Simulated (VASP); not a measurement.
Input of a VASP 6.6.1 run:

INCAR

```
SYSTEM = Al2Pt
  PREC = Accurate
  ENCUT = 520
  EDIFF = 1E-8
  ISMEAR = -1
  SIGMA = 0.08
  LREAL = .FALSE.
  LASPH = .TRUE.
  NELM = 100
  ALGO = Normal
  ISIF = 2
  LWAVE = .FALSE.
  LCHARG = .FALSE.
  LEFG = .TRUE.
  NBANDS = 15
```

KPOINTS

```
Automatic mesh
0
G
  12 12 12
  0 0 0
```

Contents of POSCAR:

```
Al2Pt
1.0
    0.0000000000      2.9648173479      2.9648173479
    2.9648173479      0.0000000000      2.9648173479
    2.9648173479      2.9648173479      0.0000000000
Al Pt
2 1
Direct
    0.2500000000      0.2500000000      0.2500000000
    0.7500000000      0.7500000000      0.7500000000
    0.0000000000      0.0000000000      0.0000000000
```

Potentials or basis: VASP PAW LDA potentials, release 64 (Al, Pt).

Command:

```bash
$ cat potpaw_LDA.64/Al/POTCAR potpaw_LDA.64/Pt/POTCAR > POTCAR
$ mpirun -np 1 vasp_std > vasp.out
```

Problem. What does it give for the pressure?

Solution. -4.9 GPa.

Problem. Predict the band gap on the k mesh.

Solution. Zero (band 8 reaches 11.41 eV, above the bottom of band 9 at 6.02 eV).

Caveat: without QUAD_EFG the Cq values of the log hold for a quadrupole moment of 1 mb, not for the nuclei; spin-orbit coupling is left out, which moves the levels of the heavy elements.
